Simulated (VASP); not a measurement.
Crystal: TiIn4.

```
Ti In
1.0
     5.11536    0.00000    0.00000
     0.00000    5.11536    0.00000
     0.00000    0.00000    5.11536
Ti In
1 4
Cartesian
  2.5577 2.5577 2.5577
  0.0000 2.5577 2.5577
  2.5577 0.0000 2.5577
  2.5577 2.5577 0.0000
  0.0000 0.0000 0.0000
```

The cell was generated, and may not be a known phase.

- Program: VASP 6.6.1
- Task: relaxation of cell and atoms
- Functional: PBE
- Potentials or basis: VASP PAW PBE potentials, release 64 (Ti_sv, In_d)
- Cutoff: 600 eV
- k mesh: 4 × 4 × 4
- Occupations: gaussian, width 0.1 eV
- Spin: no spin polarisation

At the start: pressure 8.6 GPa; volume 26.77 Å³/atom.

Problem. Where does the relaxation end?

Solution. Over 3 steps the energy falls by 119.0 meV/atom and the volume is 31.94 Å³/atom (+19.3 %); space group Pm-3m (No. 221, to 0.1 Å) before and after.

The path:
| step | energy change (eV) | largest force (eV/Å) | pressure (GPa) | volume (Å³) |
| --- | --- | --- | --- | --- |
| 1 | 0.0000 | 0.0000 | 8.57 | 133.85 |
| 2 | -0.5867 | 0.0000 | -0.70 | 163.57 |
| 3 | -0.5948 | 0.0000 | 0.04 | 159.70 |

Final structure:
```
Ti In
1.0
     5.42549    0.00000    0.00000
     0.00000    5.42549    0.00000
     0.00000    0.00000    5.42549
Ti In
1 4
Direct
  0.50000 0.50000 0.50000
  0.00000 0.50000 0.50000
  0.50000 0.00000 0.50000
  0.50000 0.50000 0.00000
  0.00000 0.00000 0.00000
```

Caveat: the volume moved by over 15 % at a fixed basis, so the end points are rough.
